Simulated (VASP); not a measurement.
A run of VASP 6.6.1:

INCAR

```
SYSTEM = Pt
PREC = Accurate ; ENCUT = 520
EDIFF = 1E-6 ; ISMEAR = -1
SIGMA = 0.1 ; LREAL = .FALSE.
LASPH = .TRUE. ; NELM = 60
ALGO = Normal ; ISIF = 2
LWAVE = .FALSE. ; LCHARG = .TRUE.
GGA = RE ; LELF = .TRUE.
LVHAR = .TRUE. ; NBANDS = 11
```

File KPOINTS:

```
Automatic mesh
0
G
  14 14 14
  0 0 0
```

File POSCAR:

```
Pt
1.0
   -1.5890812009      1.5890812009      1.5890812009
    1.5890812009     -1.5890812009      1.5890812009
    1.5890812009      1.5890812009     -1.5890812009
Pt
1
Direct
    0.0000000000      0.0000000000      0.0000000000
```

Potentials or basis: VASP PAW PBE potentials, release 64 (Pt).

Launch:

```sh
$ cat potpaw_PBE.64/Pt/POTCAR > POTCAR
$ mpirun -np 1 vasp_std > vasp.out
```

Hardware: 1 thread of AMD EPYC 7R43 64-Core Processor (Zen 3), with other jobs on the host.

Task: How long does it take, and how much memory?

Result: Run time: 26 s on 1 thread of AMD EPYC 7R43 64-Core Processor (Zen 3), with other jobs on the host, peak memory 0.1 GiB. Counts: scf iterations 11, k points 104.
